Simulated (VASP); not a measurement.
CuRu:

```xyz
2
Lattice="2.9790 0.0000 0.0000 0.0000 2.9790 0.0000 0.0000 0.0000 2.9790" Properties=species:S:1:pos:R:3 pbc="T T T"
Cu    0.0000    0.0000    0.0000
Ru    1.4895    1.4895    1.4895
```

- Program: VASP 6.6.1
- Task: relaxation of cell and atoms
- Functional: r2SCAN
- Potentials or basis: VASP PAW PBE potentials, release 64 (Cu_sv_GW, Ru_sv)
- Cutoff: 900 eV
- k mesh: 6 × 6 × 6
- Occupations: gaussian, width 0.1 eV
- Spin: no spin polarisation

At the start: pressure -10.8 GPa; volume 13.22 Å³/atom.

Task: How do energy, volume and symmetry change on relaxing?

Result: Over 3 steps the energy falls by 24.0 meV/atom and the volume is 12.57 Å³/atom (-4.9 %); space group Pm-3m (No. 221, to 0.1 Å) before and after.

Step by step:
```tsv
step	energy change (eV)	largest force (eV/Å)	pressure (GPa)	volume (Å³)
1	0.0000	0.0000	-10.84	26.44
2	0.0859	0.0000	23.91	23.16
3	-0.0481	0.0000	0.07	25.13
```

Final structure:
```xyz
2
Lattice="2.9292 0.0000 0.0000 0.0000 2.9292 0.0000 0.0000 0.0000 2.9292" Properties=species:S:1:pos:R:3 pbc="T T T"
Cu    0.0000    0.0000    0.0000
Ru    1.4646    1.4646    1.4646
```

Caveat: the PAW data sets were made with another functional, which shifts forces and pressure a little.
